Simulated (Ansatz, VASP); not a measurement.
**Two plane-wave programs on WS2**

File INCAR:

```
PREC = Accurate
ENCUT = 520
EDIFF = 1E-6
ISMEAR = 0
SIGMA = 0.05
LREAL = False
LASPH = True
NELM = 100
ALGO = Normal
ISIF = 2
LWAVE = False
LCHARG = False
GGA = PS
NBANDS = 20
```

KPOINTS

```
Automatic mesh
0
Gamma
  12 12 12
```

POSCAR

```
WS2
1.0
    1.5316303727      0.8842872080      6.2557799500
   -1.5316303727      0.8842872080      6.2557799500
    0.0000000000     -1.7685744160      6.2557799500
W S
1 2
Direct
    0.0000000000      0.0000000000      0.0000000000
    0.7503000000      0.7503000000      0.7503000000
    0.5810000000      0.5810000000      0.5810000000
```

Input for Ansatz:

```yaml
crystal:
  lattice:
    - [1.5316303727, 0.884287208, 6.25577995]
    - [-1.5316303727, 0.884287208, 6.25577995]
    - [0.0, -1.768574416, 6.25577995]
  atoms:
    - { symbol: W, position: [0.0, 0.0, 0.0] }
    - { symbol: S, position: [0.7503, 0.7503, 0.7503] }
    - { symbol: S, position: [0.581, 0.581, 0.581] }
basis:
  ecutwfc: 420
kpoints:
  mp_grid: { grid: [12, 12, 12] }
hamiltonian:
  xc: pbesol
scf:
  occupations: { method: gaussian, width: 0.05 }
output:
  forces: true
  stress: true
  eigenvalues: true
```

Change from the starting cell: strain -0.030 along x and y, +0.015 along z, atoms carried along.

Alike in both runs: task single point; functional PBEsol; k mesh 12 × 12 × 12; occupations gaussian, width 0.05 eV; no spin polarisation.

```csv
,VASP,Ansatz
version,VASP 6.6.1,Ansatz 0.2.0
potentials or method,"VASP PAW PBE potentials, release 64 (W_sv, S), cutoff 520 eV","scalar-relativistic, plane waves, PAW"
valence electrons in the cell,26,26
```

|  | VASP | Ansatz | Ansatz less VASP |
| --- | --- | --- | --- |
| gap on the k mesh at the Fermi level (eV) | 1.11 | 1.10 | -0.017 |
| least direct gap on the mesh (eV) | 2.34 | 2.34 | -0.006 |
| pressure (GPa) | 7.6 | 7.4 | -0.15 |
| traceless stress, the component that is largest in VASP (GPa) | -4.75 | -4.76 | -0.007 |
| rms of the force components (eV/Å) | 0.290 | 0.286 | -0.0041 |

VASP's potentials were made for PBE, not for PBEsol. Atom by atom the forces differ by 0.011 eV/Å (rms over components).

Spin-orbit coupling is off throughout.
